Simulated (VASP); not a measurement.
Write the native input for VASP 6.6.1 that does the following.

```yaml
Task: relaxation of cell and atoms
Functional: PBEsol
Potentials_or_basis: VASP PAW PBE potentials, release 64 (Ag, O)
Cutoff: 600 eV
k_mesh: 8 × 8 × 8
Occupations: gaussian, width 0.1 eV
Spin: no spin polarisation
Dipole_correction: no
Further_INCAR_settings: ALGO = Normal; EDIFF = 1e-07; IBRION = 2; EDIFFG = -0.005; NSW = 70; ISIF = 3
```

The structure of Ag2O lies in POSCAR:

```
Ag2O
1.0
    4.8119826442      0.0000000000      0.0000000000
    0.0000000000      4.8119826442      0.0000000000
    0.0000000000      0.0000000000      4.8119826442
Ag O
4 2
Direct
    0.2500000000      0.2500000000      0.2500000000
    0.2500000000      0.7500000000      0.7500000000
    0.7500000000      0.7500000000      0.2500000000
    0.7500000000      0.2500000000      0.7500000000
    0.0000000000      0.0000000000      0.0000000000
    0.5000000000      0.5000000000      0.5000000000
```

One way to write it, as run:

INCAR

```
SYSTEM = Ag2O
PREC     = Accurate       ! precision mode
ENCUT    = 600            ! plane-wave cutoff, eV
EDIFF    = 1E-7           ! SCF threshold, eV
ISMEAR   = 0              ! smearing method
SIGMA    = 0.1            ! smearing width, eV
LREAL    = .FALSE.        ! projectors in reciprocal space
LASPH    = .TRUE.         ! aspherical terms in the spheres
NELM     = 120            ! most SCF steps
ALGO     = Normal         ! electronic algorithm
ISIF     = 3              ! what is computed and relaxed
LWAVE    = .FALSE.        ! write WAVECAR
LCHARG   = .FALSE.        ! write CHGCAR
GGA      = PS             ! functional
IBRION   = 2              ! ionic algorithm
NSW      = 70             ! ionic steps
EDIFFG   = -0.005         ! ionic threshold
GGA_COMPAT= .FALSE.      
NELMIN   = 4
```

KPOINTS

```
Automatic mesh
0
G
  8 8 8
  0 0 0
```

Potentials or basis: VASP PAW PBE potentials, release 64 (Ag, O).

Run with:

```console
$ cat potpaw_PBE.64/Ag/POTCAR potpaw_PBE.64/O/POTCAR > POTCAR
$ mpirun -np 1 vasp_std > vasp.out
```

It gave:

```
Relaxed volume                        : 17.33 Å³/atom
Relaxed cell                          : a = 4.702 Å, b = 4.702 Å, c = 4.702 Å, α = 90.00°, β = 90.00°, γ = 90.00°
Space group after relaxing (to 0.1 Å) : Pn-3m (No. 224)
Energy gained by relaxing             : 21.2 meV/atom
Ionic steps                           : 3
Pressure after relaxing               : 0.0 GPa
Band gap on the k mesh                : zero (filled and empty bands touch)
```

Caveat: semilocal functionals underestimate gaps, and a narrow one can read as zero; the PAW data sets were made with another functional, which shifts forces and pressure a little.

Wall time 2.7 min on 1 thread of Intel(R) Xeon(R) 6975P-C (Granite Rapids) (shared host), peak memory 0.33 GiB.
